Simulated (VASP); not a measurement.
Set up this calculation in VASP 6.6.1, as the native input.

```yaml
Task: single point
Functional: LDA
Potentials_or_basis: VASP PAW LDA potentials, release 64 (C)
Cutoff: 520 eV
k_mesh: 21 × 21 × 1
Occupations: gaussian, width 0.1 eV
Spin: no spin polarisation
Dipole_correction: yes
Further_INCAR_settings: ALGO = Normal; EDIFF = 1e-06; NBANDS = 11
```

The structure of C lies in POSCAR:

```
C
1.0
    2.4657067203      0.0000000000      0.0000000000
   -1.2328533601      2.1353646581      0.0000000000
    0.0000000000      0.0000000000     26.0000000000
C
2
Direct
    0.0000000000      0.0000000000      0.5000000000
    0.6666666667      0.3333333333      0.5000000000
```

One way to write it, as run:

INCAR

```
  PREC = Accurate
  ENCUT = 520
  EDIFF = 1E-6
  ISMEAR = 0
  SIGMA = 0.1
  LREAL = False
  LASPH = True
  NELM = 60
  ALGO = Normal
  ISIF = 2
  LWAVE = False
  LCHARG = False
  LDIPOL = True
  IDIPOL = 3
  DIPOL = 0.5 0.5 0.500
  GGA = CA
  NBANDS = 11
```

KPOINTS

```
regular mesh
0
Gamma
  21 21 1
```

Potentials or basis: VASP PAW LDA potentials, release 64 (C).

Command:

```sh
$ cat potpaw_LDA.64/C/POTCAR > POTCAR
$ mpirun -np 1 vasp_std > vasp.out
```

It gave:

```json
{"Band gap on the k mesh": "zero (filled and empty bands touch)"}
```

Wall time 82 s on 1 thread of Intel(R) Xeon(R) 6975P-C (Granite Rapids) (shared host), peak memory 0.21 GiB.
